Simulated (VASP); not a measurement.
# Si (a cell with a defect) in VASP: relaxation of the atoms with r2SCAN

Aim: the relaxation of the atoms of Si (a cell with a defect) with r2SCAN.

Program: VASP 6.6.1. These are calculated values, not measurements. Logs are shortened: lines on timing, memory, paths and dates and some standing lists are left out, and cuts for length are marked.

### 1 The cell of the first run

The cell holds a defect, 15 atoms: a = 7.699 Å, b = 7.699 Å, c = 7.699 Å, α = 60.00°, β = 60.00°, γ = 60.00°.

### 2 Relaxation of the atoms, r2SCAN (atoms taken out)

File POSCAR:

```
Si
1.0
    0.0000000000      5.4437023800     -5.4437023800
    5.4437023800      5.4437023800      0.0000000000
    5.4437023800      0.0000000000     -5.4437023800
Si
15
Direct
    0.1250000000      0.1250000000      0.1250000000
    0.1250000000      0.6250000000      0.1250000000
    0.6250000000      0.1250000000      0.1250000000
    0.6250000000      0.6250000000      0.1250000000
    0.1250000000      0.1250000000      0.6250000000
    0.1250000000      0.6250000000      0.6250000000
    0.6250000000      0.1250000000      0.6250000000
    0.6250000000      0.6250000000      0.6250000000
    0.2500000000      0.7500000000      0.2500000000
    0.2500000000      0.2500000000      0.2500000000
    0.7500000000      0.7500000000      0.2500000000
    0.2500000000      0.7500000000      0.7500000000
    0.2500000000      0.2500000000      0.7500000000
    0.7500000000      0.7500000000      0.7500000000
    0.7500000000      0.2500000000      0.7500000000
```

File INCAR.step1:

```
SYSTEM = Si
ALGO     = Normal         ! electronic algorithm
EDIFF    = 1E-4           ! SCF threshold, eV
ENCUT    = 520            ! plane-wave cutoff, eV
GGA      = PE             ! functional
ISMEAR   = 0              ! smearing method
LASPH    = .TRUE.         ! aspherical terms in the spheres
LCHARG   = .FALSE.        ! write CHGCAR
LREAL    = Auto         
LWAVE    = .TRUE.         ! write WAVECAR
NELECT   = 62.0         
NELM     = 60             ! most SCF steps
PREC     = Accurate       ! precision mode
SIGMA    = 0.02           ! smearing width, eV
```

File INCAR.step2:

```
SYSTEM = Si
ALGO     = Normal         ! electronic algorithm
EDIFF    = 1E-6           ! SCF threshold, eV
EDIFFG   = -0.02          ! ionic threshold
ENCUT    = 520            ! plane-wave cutoff, eV
IBRION   = 2              ! ionic algorithm
ISIF     = 2              ! what is computed and relaxed
ISMEAR   = 0              ! smearing method
ISTART   = 1            
LASPH    = .TRUE.         ! aspherical terms in the spheres
LCHARG   = .FALSE.        ! write CHGCAR
LMIXTAU  = .TRUE.       
LREAL    = Auto         
LWAVE    = .FALSE.        ! write WAVECAR
METAGGA  = R2SCAN         ! meta-GGA
NELECT   = 62.0         
NELM     = 60             ! most SCF steps
NSW      = 80             ! ionic steps
PREC     = Accurate       ! precision mode
SIGMA    = 0.02           ! smearing width, eV
```

File KPOINTS:

```
k-points
0
G
  2 2 2
  0 0 0
```

Potentials or basis: VASP PAW PBE potentials, release 64 (Si).

Launch:

```
$ cat potpaw_PBE.64/Si/POTCAR > POTCAR
$ cp INCAR.step1 INCAR
$ mpirun -np 1 vasp_std > vasp.out
$ cp INCAR.step2 INCAR
$ mpirun -np 1 vasp_std > vasp.out
```

OUTCAR:

```text
SYSTEM = Si
   EDIFF = 1E-6
   EDIFFG = -0.02
   ENCUT = 520
   IBRION = 2
   ISIF = 2
   ISMEAR = 0
   ISTART = 1
   LASPH = .TRUE.
   LREAL = Auto
   METAGGA = R2SCAN
   NELECT = 62.0
   NELM = 60
   NSW = 80
   PREC = Accurate

 ion  position               nearest neighbor table
   1  0.125  0.125  0.125-   9 2.36  13 2.36  10 2.36
   2  0.125  0.625  0.125-  10 2.36  11 2.36  12 2.36   9 2.36
   3  0.625  0.125  0.125-  10 2.36  11 2.36  15 2.36
   4  0.625  0.625  0.125-   9 2.36  14 2.36  11 2.36
   5  0.125  0.125  0.625-  10 2.36  12 2.36  15 2.36  13 2.36
   6  0.125  0.625  0.625-   9 2.36  13 2.36  14 2.36  12 2.36
   7  0.625  0.125  0.625-  13 2.36  14 2.36  15 2.36
   8  0.625  0.625  0.625-  11 2.36  12 2.36  15 2.36  14 2.36
   9  0.250  0.750  0.250-   1 2.36   4 2.36   6 2.36   2 2.36
  10  0.250  0.250  0.250-   2 2.36   3 2.36   5 2.36   1 2.36
  11  0.750  0.750  0.250-   2 2.36   3 2.36   8 2.36   4 2.36
  12  0.250  0.750  0.750-   2 2.36   5 2.36   8 2.36   6 2.36
  13  0.250  0.250  0.750-   1 2.36   6 2.36   7 2.36   5 2.36
  14  0.750  0.750  0.750-   4 2.36   6 2.36   7 2.36   8 2.36
  15  0.750  0.250  0.750-   3 2.36   5 2.36   8 2.36   7 2.36

  LATTYP: Found a face centered cubic cell.
 ALAT       =    10.8874047600

  Lattice vectors:

 A1 = (   0.0000000000,   5.4437023800,  -5.4437023800)
 A2 = (   5.4437023800,   5.4437023800,   0.0000000000)
 A3 = (   5.4437023800,   0.0000000000,  -5.4437023800)

Analysis of symmetry for initial positions (statically):
=====================================================================
 Subroutine PRICEL returns:
 Original cell was already a primitive cell.

 Routine SETGRP: Setting up the symmetry group for a
 face centered cubic supercell.

 Subroutine GETGRP returns: Found 24 space group operations
 (whereof  4 operations were pure point group operations)
 out of a pool of 48 trial point group operations.

The static configuration has the point symmetry C_2v.
 The point group associated with its full space group is T_d .

Analysis of symmetry for dynamics (positions and initial velocities):
=====================================================================
 Subroutine PRICEL returns:
 Original cell was already a primitive cell.

 Routine SETGRP: Setting up the symmetry group for a
 face centered cubic supercell.

 Subroutine GETGRP returns: Found 24 space group operations
 (whereof  4 operations were pure point group operations)
 out of a pool of 48 trial point group operations.

The dynamic configuration has the point symmetry C_2v.
 The point group associated with its full space group is T_d .

 Subroutine INISYM returns: Found 24 space group operations
 (whereof  4 operations are pure point group operations),
 and found     1 'primitive' translations

----------------------------------------------------------------------------------------

                                     Primitive cell

  volume of cell :     322.6362

  direct lattice vectors                    reciprocal lattice vectors
     0.000000000  5.443702380 -5.443702380    -0.091849254  0.091849254 -0.091849254
     5.443702380  5.443702380  0.000000000     0.091849254  0.091849254  0.091849254
     5.443702380  0.000000000 -5.443702380     0.091849254 -0.091849254 -0.091849254

  length of vectors
     7.698557735  7.698557735  7.698557735     0.159087574  0.159087574  0.159087574

  position of ions in fractional coordinates (direct lattice)
     0.125000000  0.125000000  0.125000000
     0.125000000  0.625000000  0.125000000
     0.625000000  0.125000000  0.125000000
     0.625000000  0.625000000  0.125000000
     0.125000000  0.125000000  0.625000000
     0.125000000  0.625000000  0.625000000
     0.625000000  0.125000000  0.625000000
     0.625000000  0.625000000  0.625000000
     0.250000000  0.750000000  0.250000000
     0.250000000  0.250000000  0.250000000
     0.750000000  0.750000000  0.250000000
     0.250000000  0.750000000  0.750000000
     0.250000000  0.250000000  0.750000000
     0.750000000  0.750000000  0.750000000
     0.750000000  0.250000000  0.750000000

  ion indices of the primitive-cell ions
   primitive index   ion index
                 1           1
                 2           2
                 3           3
                 4           4
                 5           5
                 6           6
                 7           7
                 8           8
                 9           9
                10          10
                11          11
                12          12
                13          13
                14          14
                15          15

----------------------------------------------------------------------------------------

 KPOINTS: k-points

Automatic generation of k-mesh.
 Grid dimensions read from file:
 generate k-points for:    2    2    2

 Generating k-lattice:

  Cartesian coordinates                     Fractional coordinates (reciprocal lattice)
    -0.045924627  0.045924627 -0.045924627     0.500000000  0.000000000  0.000000000
     0.045924627  0.045924627  0.045924627     0.000000000  0.500000000  0.000000000
     0.045924627 -0.045924627 -0.045924627     0.000000000  0.000000000  0.500000000

  Length of vectors
     0.079543787  0.079543787  0.079543787

  Shift w.r.t. Gamma in fractional coordinates (k-lattice)
     0.000000000  0.000000000  0.000000000

 Subroutine IBZKPT returns following result:
 ===========================================

 Found      3 irreducible k-points:

 Following reciprocal coordinates:
            Coordinates               Weight
  0.000000  0.000000  0.000000      1.000000
  0.500000  0.000000  0.000000      4.000000
  0.500000  0.500000  0.000000      3.000000
   k-points           NKPTS =      3   k-points in BZ     NKDIM =      3   number of bands    NBANDS=     39
   number of dos      NEDOS =    301   number of ions     NIONS =     15
   total plane-waves  NPLWV = 216000
   dimension x,y,z NGX =    60 NGY =   60 NGZ =   60
   dimension x,y,z NGXF=   120 NGYF=  120 NGZF=  120
   ions per type =              15
   NGX,Y,Z   is equivalent  to a cutoff of  12.96, 12.96, 12.96 a.u.
   NGXF,Y,Z  is equivalent  to a cutoff of  25.91, 25.91, 25.91 a.u.
 SYSTEM =  Si
   PREC   = accura    normal or accurate (medium, high low for compatibility)
   ISTART =      1    job   : 0-new  1-cont  2-samecut
   ICHARG =      0    charge: 1-file 2-atom 10-const
   ISPIN  =      1    spin polarized calculation?
   LNONCOLLINEAR =      F non collinear calculations
   LSORBIT =      F    spin-orbit coupling
   LASPH  =      T    aspherical Exc in radial PAW
   ENCUT  =  520.0 eV  38.22 Ry    6.18 a.u.  14.31 14.31 14.31*2*pi/ulx,y,z
   NELM   =     60;   NELMIN=  2; NELMDL=  0     # of ELM steps
   EDIFF  = 0.1E-05   stopping-criterion for ELM
   LREAL  =      T    real-space projection
   EDIFFG = -.2E-01   stopping-criterion for IOM
   NSW    =     80    number of steps for IOM
   IBRION =      2    ionic relax: 0-MD 1-quasi-New 2-CG
   NFREE  =      1    steps in history (QN), initial steepest desc. (CG)
   ISIF   =      2    stress and relaxation
   ISYM   =      2    0-nonsym 1-usesym 2-fastsym
   POTIM  = 0.5000    time-step for ionic-motion
   TEBEG  =    0.0;   TEEND  =   0.0 temperature during run
   PSTRESS=    0.0 pullay stress
   NELECT =      62.0000    total number of electrons
   NUPDOWN=      -1.0000    fix difference up-down
   EMIN   =  10.00;   EMAX   =-10.00  energy-range for DOS
   EFERMI =   0.00;   METHOD = LEGACY
   ISMEAR =     0;   SIGMA  =   0.02  broadening in eV -4-tet -1-fermi 0-gaus
   EFERMI_NEDOS =   21; number of points for ismear=-14 and -15
   IALGO  =     38    algorithm
   IMIX   =      4    mixing-type and parameters
     AMIX     =   0.40;   BMIX     =  1.00
     AMIX_MAG =   1.60;   BMIX_MAG =  1.00
  volume/ion in A,a.u.               =      21.51       145.15
  Fermi-wavevector in a.u.,A,eV,Ry     =   0.944715  1.785253 12.143027  0.892487
  Thomas-Fermi vector in A             =   2.072547
   LORBIT       =      0    0 simple, 1 ext, 2 COOP (PROOUT), +10 PAW based schemes
   METAGGA = R2SCAN    functional components
   LHFCALC =     F    Hartree Fock is set to
   AEXX    =    0.0000 exact exchange contribution
   IVDW    =     0    specifies the selected vdW correction
   LEPSILON=     F    determine dielectric tensor
   LRPA    =     F    only Hartree local field effects (RPA)
 conjugate gradient relaxation of ions
 non-spin polarized calculation
 Gauss-broadening in eV      SIGMA  =   0.02
  energy-cutoff  :      520.00
  volume of cell :      322.64
 maximum number of plane-waves:      8694
 NGX is ok and might be reduce to    60
   NGX = 29   NGY = 29   NGZ = 29

--------------------------------------- Ionic step        1  -------------------------------------------

 number of electron      62.0000005 magnetization

 Free energy of the ion-electron system (eV)
  ---------------------------------------------------
  ext. energy  EPLUGINS =         0.00000000
  ---------------------------------------------------
  free energy    TOTEN  =      -115.58800656 eV

  energy without entropy =     -115.58204946  energy(sigma->0) =     -115.58502801

------------------------ aborting loop because EDIFF is reached ----------------------------------------

  FORCE on cell =-STRESS in cart. coord.  units (eV):
  Direction    XX          YY          ZZ          XY          YZ          ZX
  --------------------------------------------------------------------------------------
  -------------------------------------------------------------------------------------
  Total       15.0769977     15.0769977     15.0769977      0.0000000     -0.0000000     -0.0000000
  in kB       74.8707760     74.8707760     74.8707760      0.0000000     -0.0000000     -0.0000000
  external PRESSURE =      74.8707760 kB  Pullay stress =       0.0000000 kB
[... 128 lines left out ...]
  FREE ENERGIE OF THE ION-ELECTRON SYSTEM (eV)
  ---------------------------------------------------
  free  energy   TOTEN  =      -115.7207602616 eV

  energy  without entropy=     -115.7183413427  energy(sigma->0) =     -115.71955080

[... ionic steps 4 to 8 ...]

--------------------------------------- Ionic step        9  -------------------------------------------

 number of electron      62.0000002 magnetization

------------------------ aborting loop because EDIFF is reached ----------------------------------------

  FORCE on cell =-STRESS in cart. coord.  units (eV):
  Direction    XX          YY          ZZ          XY          YZ          ZX
  --------------------------------------------------------------------------------------
  -------------------------------------------------------------------------------------
  Total       11.7421526     11.7421526     11.7421526      0.0000000      0.0000000      0.0000000
  in kB       58.3102879     58.3102879     58.3102879      0.0000000      0.0000000      0.0000000
  external PRESSURE =      58.3102879 kB  Pullay stress =       0.0000000 kB
[... 83 lines left out ...]
  energy  without entropy=     -115.7973087191  energy(sigma->0) =     -115.79932378

--------------------------------------- Ionic step       11  -------------------------------------------

 number of electron      62.0000002 magnetization

 Free energy of the ion-electron system (eV)
  ---------------------------------------------------
  ext. energy  EPLUGINS =         0.00000000
  ---------------------------------------------------
  free energy    TOTEN  =      -115.80142091 eV

  energy without entropy =     -115.79741859  energy(sigma->0) =     -115.79941975

 E-fermi :   6.0206     XC(G=0):  -9.7344

 val. band max:        5.9848194156   @ k =   0.0000   0.0000   0.0000
 cond. band min:       6.0265206819   @ k =   0.0000   0.0000   0.0000
 fundamental gap:      0.0417012662
 Fermi energy:         6.0205645198

 k-point     1 :       0.0000    0.0000    0.0000
  band No.  band energies     occupation
      1      -7.2345      2.00000
      2      -4.8998      2.00000
      3      -4.8998      2.00000
      4      -4.8998      2.00000
      5      -4.3745      2.00000
      6      -3.0373      2.00000
[... 31 lines left out ...]
     38       6.7474      0.00000
     39       7.0622      0.00000

 k-point     2 :       0.5000    0.0000    0.0000
  band No.  band energies     occupation
      1      -6.5868      2.00000
      2      -6.2088      2.00000
      3      -4.5972      2.00000
      4      -4.5972      2.00000
      5      -4.5596      2.00000
      6      -4.3476      2.00000
[... 31 lines left out ...]
     38       7.1398      0.00000
     39       7.4874      0.00000

 k-point     3 :       0.5000    0.5000    0.0000
  band No.  band energies     occupation
      1      -6.1870      2.00000
      2      -6.1529      2.00000
      3      -5.1867      2.00000
      4      -5.1867      2.00000
      5      -5.1487      2.00000
      6      -4.3912      2.00000
[... 73 lines left out ...]
  FREE ENERGIE OF THE ION-ELECTRON SYSTEM (eV)
  ---------------------------------------------------
  free  energy   TOTEN  =      -115.8014209065 eV

  energy  without entropy=     -115.7974185876  energy(sigma->0) =     -115.79941975

 reached required accuracy - stopping structural energy minimisation
```

Run time: 40 min. Hardware: 1 thread of AMD EPYC 7R43 (Zen 3), shared host; peak memory 0.51 GiB.

What came out:

- Free energy: -115.8014 eV
- Energy gained by relaxing: 14.2 meV/atom
- Ionic steps: 11
- Largest force after relaxing: 0.016 eV/Å

Forces in eV/Å, atoms in the order of the input:
```
Si  -0.007  0.007 -0.007
Si   0.009 -0.009 -0.009
Si  -0.007 -0.007  0.007
Si   0.007  0.007  0.007
Si   0.009  0.009  0.009
Si  -0.009 -0.009  0.009
Si   0.007 -0.007 -0.007
Si  -0.009  0.009 -0.009
Si   0.000  0.007  0.000
Si  -0.007  0.000  0.000
Si   0.000  0.000  0.007
Si   0.000  0.000  0.000
Si   0.000  0.000 -0.007
Si   0.007  0.000  0.000
Si   0.000 -0.007  0.000
```

The path:
```
step  energy change (eV)  largest force (eV/Å)  pressure (GPa)
   1              0.0000                0.4578            7.49
   2             -0.0774                0.4927            7.34
   3             -0.1328                0.3977            6.70
   4             -0.1482                0.3120            6.88
   5             -0.1917                0.1974            6.37
   6             -0.2051                0.1886            5.94
   7             -0.2054                0.1779            5.88
   8             -0.2129                0.0359            5.83
   9             -0.2130                0.0337            5.83
  10             -0.2133                0.0216            5.86
  11             -0.2134                0.0159            5.88
```

Final structure:
```yaml
crystal:
  lattice:
    - [0.00000, 5.44370, -5.44370]
    - [5.44370, 5.44370, 0.00000]
    - [5.44370, 0.00000, -5.44370]
  atoms:
    - { symbol: Si, position: [0.10224, 0.13259, 0.13259] }
    - { symbol: Si, position: [0.12495, 0.62495, 0.12514] }
    - { symbol: Si, position: [0.63259, 0.13259, 0.13259] }
    - { symbol: Si, position: [0.63259, 0.60224, 0.13259] }
    - { symbol: Si, position: [0.12495, 0.12514, 0.62495] }
    - { symbol: Si, position: [0.12495, 0.62495, 0.62495] }
    - { symbol: Si, position: [0.63259, 0.13259, 0.60224] }
    - { symbol: Si, position: [0.62514, 0.62495, 0.62495] }
    - { symbol: Si, position: [0.25343, 0.75343, 0.24657] }
    - { symbol: Si, position: [0.25343, 0.24657, 0.24657] }
    - { symbol: Si, position: [0.74657, 0.75343, 0.24657] }
    - { symbol: Si, position: [0.25000, 0.75000, 0.75000] }
    - { symbol: Si, position: [0.25343, 0.24657, 0.75343] }
    - { symbol: Si, position: [0.74657, 0.75343, 0.75343] }
    - { symbol: Si, position: [0.74657, 0.24657, 0.75343] }
```

Caveat: the k points lie up to 0.50 Å⁻¹ apart; the cell carries a net charge on a neutralising background, which shifts energy and pressure; the cell differs from its parent crystal (atoms taken out); the cell is charged against a uniform background, so pressure and absolute levels hang on convention; the PAW data sets were made with another functional, which shifts forces and pressure a little.
